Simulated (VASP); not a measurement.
# Bi3H8 (P4mm) in VASP: notebook

Runs on Bi3H8. Level: PBE. Tasks: single point.

Everything below comes from runs of VASP 6.6.1. Logs are shortened: lines on timing, memory, paths and dates and some standing lists are left out, and cuts for length are marked.

**1. The cell of the first run**

Symmetry: P4mm, No. 99, tetragonal system. The conventional cell has a = 4.218 Å, b = 4.218 Å, c = 5.242 Å, α = 90.00°, β = 90.00°, γ = 90.00°. Within 2.6 Å of Bi (site symmetry 2mm) lie 4 H at 1.99 Å and 2 Bi at 2.33 Å. Within 3.1 Å of Bi (site symmetry 4mm) lie 4 Bi at 2.33 Å and 8 H at 3.03 Å. H (site symmetry 1) has 3 H at 1.08 to 1.46 Å within 1.5 Å.

The cell was built from a structure type or drawn by symmetry, and may not be a known phase.

**2. Single point, PBE**

File INCAR:

```
PREC = Accurate ; ENCUT = 520
EDIFF = 1E-6 ; ISMEAR = 0
SIGMA = 0.1 ; LREAL = F
LASPH = T ; NELM = 100
ALGO = Normal ; ISIF = 2
LWAVE = F ; LCHARG = F
GGA = PE ; NBANDS = 38
```

File KPOINTS:

```
regular mesh
0
Gamma
  4 4 4
```

File POSCAR:

```
Bi3H8
1.0
    4.2177745500      0.0000000000      0.0000000000
    0.0000000000      4.2177745500      0.0000000000
    0.0000000000      0.0000000000      5.2415488200
Bi H
3 8
Direct
    0.5000000000      0.0000000000      0.4256381700
    0.0000000000      0.5000000000      0.4256381700
    0.0000000000      0.0000000000      0.6143444800
    0.6281646300      0.1727321800      0.0884536500
    0.3718353700      0.8272678200      0.0884536500
    0.8272678200      0.6281646300      0.0884536500
    0.1727321800      0.3718353700      0.0884536500
    0.6281646300      0.8272678200      0.0884536500
    0.3718353700      0.1727321800      0.0884536500
    0.8272678200      0.3718353700      0.0884536500
    0.1727321800      0.6281646300      0.0884536500
```

Potentials or basis: VASP PAW PBE potentials, release 64 (Bi_d, H).

Run with:

```bash
> cat potpaw_PBE.64/Bi_d/POTCAR potpaw_PBE.64/H/POTCAR > POTCAR
> mpirun -np 1 vasp_std > vasp.out
```

OUTCAR:

```text
PREC = Accurate
   ENCUT = 520
   EDIFF = 1E-6
   ISMEAR = 0
   LREAL = F
   LASPH = T
   NELM = 100
   ISIF = 2
   GGA = PE

 ion  position               nearest neighbor table
   1  0.500  0.000  0.426-   4 1.99   5 1.99   8 1.99   9 1.99   3 2.33   3 2.33   2 2.98   2 2.98
                             2 2.98   2 2.98
   2  0.000  0.500  0.426-   6 1.99   7 1.99  10 1.99  11 1.99   3 2.33   3 2.33   1 2.98   1 2.98
                             1 2.98   1 2.98
   3  0.000  0.000  0.614-   1 2.33   2 2.33   2 2.33   1 2.33
   4  0.628  0.173  0.088-   1 1.99
   5  0.372  0.827  0.088-   1 1.99
   6  0.827  0.628  0.088-   2 1.99
   7  0.173  0.372  0.088-   2 1.99
   8  0.628  0.827  0.088-   1 1.99
   9  0.372  0.173  0.088-   1 1.99
  10  0.827  0.372  0.088-   2 1.99
  11  0.173  0.628  0.088-   2 1.99

  LATTYP: Found a simple tetragonal cell.
 ALAT       =     4.2177745500
 C/A-ratio  =     1.2427285427

  Lattice vectors:

 A1 = (   4.2177745500,   0.0000000000,   0.0000000000)
 A2 = (   0.0000000000,   4.2177745500,   0.0000000000)
 A3 = (   0.0000000000,   0.0000000000,   5.2415488200)

Analysis of symmetry for initial positions (statically):
=====================================================================
 Subroutine PRICEL returns:
 Original cell was already a primitive cell.

 Routine SETGRP: Setting up the symmetry group for a
 simple tetragonal supercell.

 Subroutine GETGRP returns: Found  8 space group operations
 (whereof  8 operations were pure point group operations)
 out of a pool of 16 trial point group operations.

The static configuration has the point symmetry C_4v.

Analysis of symmetry for dynamics (positions and initial velocities):
=====================================================================
 Subroutine PRICEL returns:
 Original cell was already a primitive cell.

 Routine SETGRP: Setting up the symmetry group for a
 simple tetragonal supercell.

 Subroutine GETGRP returns: Found  8 space group operations
 (whereof  8 operations were pure point group operations)
 out of a pool of 16 trial point group operations.

The dynamic configuration has the point symmetry C_4v.

 Subroutine INISYM returns: Found  8 space group operations
 (whereof  8 operations are pure point group operations),
 and found     1 'primitive' translations

----------------------------------------------------------------------------------------

                                     Primitive cell

  volume of cell :      93.2452

  direct lattice vectors                    reciprocal lattice vectors
     4.217774550  0.000000000  0.000000000     0.237091857  0.000000000  0.000000000
     0.000000000  4.217774550  0.000000000     0.000000000  0.237091857  0.000000000
     0.000000000  0.000000000  5.241548820     0.000000000  0.000000000  0.190783304

  length of vectors
     4.217774550  4.217774550  5.241548820     0.237091857  0.237091857  0.190783304

  position of ions in fractional coordinates (direct lattice)
     0.500000000  0.000000000  0.425638170
     0.000000000  0.500000000  0.425638170
     0.000000000  0.000000000  0.614344480
     0.628164630  0.172732180  0.088453650
     0.371835370  0.827267820  0.088453650
     0.827267820  0.628164630  0.088453650
     0.172732180  0.371835370  0.088453650
     0.628164630  0.827267820  0.088453650
     0.371835370  0.172732180  0.088453650
     0.827267820  0.371835370  0.088453650
     0.172732180  0.628164630  0.088453650

  ion indices of the primitive-cell ions
   primitive index   ion index
                 1           1
                 2           2
                 3           3
                 4           4
                 5           5
                 6           6
                 7           7
                 8           8
                 9           9
                10          10
                11          11

----------------------------------------------------------------------------------------

 KPOINTS: regular mesh

Automatic generation of k-mesh.
 Grid dimensions read from file:
 generate k-points for:    4    4    4

 Generating k-lattice:

  Cartesian coordinates                     Fractional coordinates (reciprocal lattice)
     0.059272964  0.000000000  0.000000000     0.250000000  0.000000000  0.000000000
     0.000000000  0.059272964  0.000000000     0.000000000  0.250000000  0.000000000
     0.000000000  0.000000000  0.047695826     0.000000000  0.000000000  0.250000000

  Length of vectors
     0.059272964  0.059272964  0.047695826

  Shift w.r.t. Gamma in fractional coordinates (k-lattice)
     0.000000000  0.000000000  0.000000000

 Subroutine IBZKPT returns following result:
 ===========================================

 Found     18 irreducible k-points:

 Following reciprocal coordinates:
            Coordinates               Weight
  0.000000  0.000000  0.000000      1.000000
  0.250000  0.000000  0.000000      4.000000
  0.500000  0.000000  0.000000      2.000000
  0.250000  0.250000  0.000000      4.000000
  0.500000  0.250000  0.000000      4.000000
  0.500000  0.500000  0.000000      1.000000
[... 10 lines left out ...]
  0.500000  0.250000  0.500000      4.000000
  0.500000  0.500000  0.500000      1.000000
   k-points           NKPTS =     18   k-points in BZ     NKDIM =     18   number of bands    NBANDS=     38
   number of dos      NEDOS =    301   number of ions     NIONS =     11
   total plane-waves  NPLWV =  40960
   dimension x,y,z NGX =    32 NGY =   32 NGZ =   40
   dimension x,y,z NGXF=    64 NGYF=   64 NGZF=   80
   ions per type =               3   8
   NGX,Y,Z   is equivalent  to a cutoff of  12.61, 12.61, 12.69 a.u.
   NGXF,Y,Z  is equivalent  to a cutoff of  25.23, 25.23, 25.37 a.u.
 SYSTEM =  unknown system
   PREC   = accura    normal or accurate (medium, high low for compatibility)
   ISTART =      0    job   : 0-new  1-cont  2-samecut
   ICHARG =      2    charge: 1-file 2-atom 10-const
   ISPIN  =      1    spin polarized calculation?
   LNONCOLLINEAR =      F non collinear calculations
   LSORBIT =      F    spin-orbit coupling
   LASPH  =      T    aspherical Exc in radial PAW
   ENCUT  =  520.0 eV  38.22 Ry    6.18 a.u.   7.84  7.84  9.75*2*pi/ulx,y,z
   NELM   =    100;   NELMIN=  2; NELMDL= -5     # of ELM steps
   EDIFF  = 0.1E-05   stopping-criterion for ELM
   LREAL  =      F    real-space projection
   EDIFFG = 0.1E-04   stopping-criterion for IOM
   NSW    =      0    number of steps for IOM
   IBRION =     -1    ionic relax: 0-MD 1-quasi-New 2-CG
   NFREE  =      0    steps in history (QN), initial steepest desc. (CG)
   ISIF   =      2    stress and relaxation
   ISYM   =      2    0-nonsym 1-usesym 2-fastsym
   POTIM  = 0.5000    time-step for ionic-motion
   TEBEG  =    0.0;   TEEND  =   0.0 temperature during run
   PSTRESS=    0.0 pullay stress
   NELECT =      53.0000    total number of electrons
   NUPDOWN=      -1.0000    fix difference up-down
   EMIN   =  10.00;   EMAX   =-10.00  energy-range for DOS
   EFERMI =   0.00;   METHOD = LEGACY
   ISMEAR =     0;   SIGMA  =   0.10  broadening in eV -4-tet -1-fermi 0-gaus
   EFERMI_NEDOS =   21; number of points for ismear=-14 and -15
   IALGO  =     38    algorithm
   IMIX   =      4    mixing-type and parameters
     AMIX     =   0.40;   BMIX     =  1.00
     AMIX_MAG =   1.60;   BMIX_MAG =  1.00
  volume/ion in A,a.u.               =       8.48        57.20
  Fermi-wavevector in a.u.,A,eV,Ry     =   1.356099  2.562655 25.021168  1.839004
  Thomas-Fermi vector in A             =   2.483131
   LORBIT       =      0    0 simple, 1 ext, 2 COOP (PROOUT), +10 PAW based schemes
   GGA     = PE    functional components
   LHFCALC =     F    Hartree Fock is set to
   AEXX    =    0.0000 exact exchange contribution
   IVDW    =     0    specifies the selected vdW correction
   LEPSILON=     F    determine dielectric tensor
   LRPA    =     F    only Hartree local field effects (RPA)
 non-spin polarized calculation
 Gauss-broadening in eV      SIGMA  =   0.10
  energy-cutoff  :      520.00
  volume of cell :       93.25
 maximum number of plane-waves:      2532
 NGX is ok and might be reduce to    32
   NGX = 15   NGY = 15   NGZ = 19

 number of electron      53.0000004 magnetization

 Free energy of the ion-electron system (eV)
  ---------------------------------------------------
  ext. energy  EPLUGINS =         0.00000000
  ---------------------------------------------------
  free energy    TOTEN  =       -11.79113003 eV

  energy without entropy =      -11.77266102  energy(sigma->0) =      -11.78189553

 E-fermi :  10.0078     XC(G=0): -11.0620

 val. band max:       10.0066537706   @ k =   0.2500   0.0000   0.2500
 cond. band min:      10.0673769743   @ k =   0.2500   0.2500   0.0000
 fundamental gap:      0.0607232037
 Fermi energy:        10.0077558664

 k-point     1 :       0.0000    0.0000    0.0000
  band No.  band energies     occupation
      1     -16.7114      2.00000
      2     -16.3276      2.00000
      3     -15.8383      2.00000
      4     -15.8257      2.00000
      5     -15.8257      2.00000
      6     -15.3705      2.00000
[... 30 lines left out ...]
     37      17.8406      0.00000
     38      18.4296      0.00000

 k-point     2 :       0.2500    0.0000    0.0000
  band No.  band energies     occupation
      1     -16.7952      2.00000
      2     -16.3881      2.00000
      3     -16.1975      2.00000
      4     -15.8430      2.00000
      5     -15.7335      2.00000
      6     -15.2182      2.00000
[... 30 lines left out ...]
     37      18.4861      0.00000
     38      19.0166      0.00000
[... 613 lines left out ...]
     37      18.4438      0.00000
     38      19.1709      0.00000

 k-point    18 :       0.5000    0.5000    0.5000
  band No.  band energies     occupation
      1     -16.8237      2.00000
      2     -16.7563      2.00000
      3     -16.7563      2.00000
      4     -16.2448      2.00000
      5     -15.6870      2.00000
      6     -14.8437      2.00000
[... 30 lines left out ...]
     37      17.7913      0.00000
     38      17.8057      0.00000

------------------------ aborting loop because EDIFF is reached ----------------------------------------

  FORCE on cell =-STRESS in cart. coord.  units (eV):
  Direction    XX          YY          ZZ          XY          YZ          ZX
  --------------------------------------------------------------------------------------
  -------------------------------------------------------------------------------------
  Total       70.9747521     70.9747521     44.6768252      0.0000000      0.0000000      0.0000000
  in kB     1219.5176996   1219.5176996    767.6557851      0.0000000      0.0000000      0.0000000
  external PRESSURE =    1068.8970615 kB  Pullay stress =       0.0000000 kB

 VOLUME and BASIS-vectors are now :
 -----------------------------------------------------------------------------
  energy-cutoff  :      520.00
  volume of cell :       93.25
      direct lattice vectors                 reciprocal lattice vectors
     4.217774550  0.000000000  0.000000000     0.237091857  0.000000000  0.000000000
     0.000000000  4.217774550  0.000000000     0.000000000  0.237091857  0.000000000
     0.000000000  0.000000000  5.241548820     0.000000000  0.000000000  0.190783304

 POSITION                                       TOTAL-FORCE (eV/Angst)
 -----------------------------------------------------------------------------------
      2.10889      0.00000      2.23100        -0.000000      0.000000     -5.357579
      0.00000      2.10889      2.23100        -0.000000      0.000000     -5.357579
      0.00000      0.00000      3.22012        -0.000000      0.000000     22.931183
      2.64946      0.72855      0.46363         0.740469      1.602989     -1.527003
      1.56832      3.48923      0.46363        -0.740469     -1.602989     -1.527003
      3.48923      2.64946      0.46363        -1.602989      0.740469     -1.527003
      0.72855      1.56832      0.46363         1.602989     -0.740469     -1.527003
      2.64946      3.48923      0.46363         0.740469     -1.602989     -1.527003
      1.56832      0.72855      0.46363        -0.740469      1.602989     -1.527003
      3.48923      1.56832      0.46363        -1.602989     -0.740469     -1.527003
      0.72855      2.64946      0.46363         1.602989      0.740469     -1.527003
 -----------------------------------------------------------------------------------
    total drift:                                0.000000      0.000000      0.000300

  FREE ENERGIE OF THE ION-ELECTRON SYSTEM (eV)
  ---------------------------------------------------
  free  energy   TOTEN  =       -11.7911300335 eV

  energy  without entropy=      -11.7726610196  energy(sigma->0) =      -11.78189553
```

Run time: 27 s. Hardware: 1 thread of Intel Xeon 6975P-C (Granite Rapids), shared host; peak memory 0.21 GiB.

What came out:

```
Free energy            : -11.7911 eV
Pressure               : 106.9 GPa
Largest force          : 22.931 eV/Å
Band gap on the k mesh : zero (an odd number of electrons rules out a gap without spin polarisation)
```

Forces in eV/Å, atoms in the order of the input:
```
Bi   0.000  0.000 -5.358
Bi   0.000  0.000 -5.358
Bi   0.000  0.000 22.931
H    0.740  1.603 -1.527
H   -0.740 -1.603 -1.527
H   -1.603  0.740 -1.527
H    1.603 -0.740 -1.527
H    0.740 -1.603 -1.527
H   -0.740  1.603 -1.527
H   -1.603 -0.740 -1.527
H    1.603  0.740 -1.527
```

Stress tensor (GPa, compression positive):
```
121.95   0.00   0.00
  0.00 121.95   0.00
  0.00   0.00  76.77
```

Levels at points of the mesh, in eV from the Fermi level:
```tsv
k point	band 23	band 24	band 25	band 26	band 27	band 28	band 29	band 30
(0.00, 0.00, 0.00)	-4.55	-4.55	-2.57	0.71	0.71	0.91	2.05	2.65
(0.50, 0.00, 0.00)	-4.31	-4.25	-2.86	-1.41	-0.36	0.37	0.81	2.81
(0.50, 0.50, 0.00)	-4.87	-4.48	-2.30	-2.30	1.16	2.66	3.65	6.24
(0.00, 0.00, 0.50)	-5.33	-5.33	-2.18	0.16	0.89	1.03	1.03	2.82
(0.50, 0.00, 0.50)	-3.96	-3.80	-2.42	-1.07	-0.85	0.45	0.75	2.11
(0.50, 0.50, 0.50)	-5.47	-1.24	0.15	0.15	1.27	3.72	4.77	5.36
```

Caveat: the k points lie up to 0.37 Å⁻¹ apart, too coarse for converged energies and pressures of a metal; spin-orbit coupling is left out, which moves the levels of the heavy elements; forces of over 1 eV/Å act on the atoms, so gaps and moduli don't describe the material at rest.

(Continued in part 2 of 2.)
